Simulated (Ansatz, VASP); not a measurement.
# One calculation of HfO2, two programs

```
CELL_PARAMETERS angstrom
4.87688 0.00000 0.00000
0.00000 4.87688 0.00000
0.00000 0.00000 3.24760
ATOMIC_POSITIONS crystal
Hf 0.00000 0.00000 0.00000
Hf 0.50000 0.50000 0.50000
O 0.19496 0.80504 0.50000
O 0.30504 0.30504 0.00000
O 0.69496 0.69496 0.00000
O 0.80504 0.19496 0.50000
```

Alike in both runs: task single point; functional PBEsol; k mesh 4 × 4 × 6; no spin polarisation.

```csv
,VASP,Ansatz
version,VASP 6.6.1,Ansatz 0.2.0
potentials or method,"VASP PAW PBE potentials, release 64 (Hf_pv, O), cutoff 520 eV","plane waves, PAW"
occupations,"gaussian, width 0.01 eV",fixed
valence electrons in the cell,44,76
```

Ansatz gave:

```
pressure (GPa)                                                : -6.7
traceless stress, the component that is largest in VASP (GPa) : -1.58
```

Problem. Which values does VASP return?

Solution. Pressure (GPa): -9.3; traceless stress, the component that is largest in VASP (GPa): -2.02.

VASP's potentials were made for PBE, not for PBEsol. VASP's potentials hold 44 valence electrons a cell and Ansatz's 76, so a difference there can come from the potentials and not from the codes.

Neither program's run includes spin-orbit coupling.
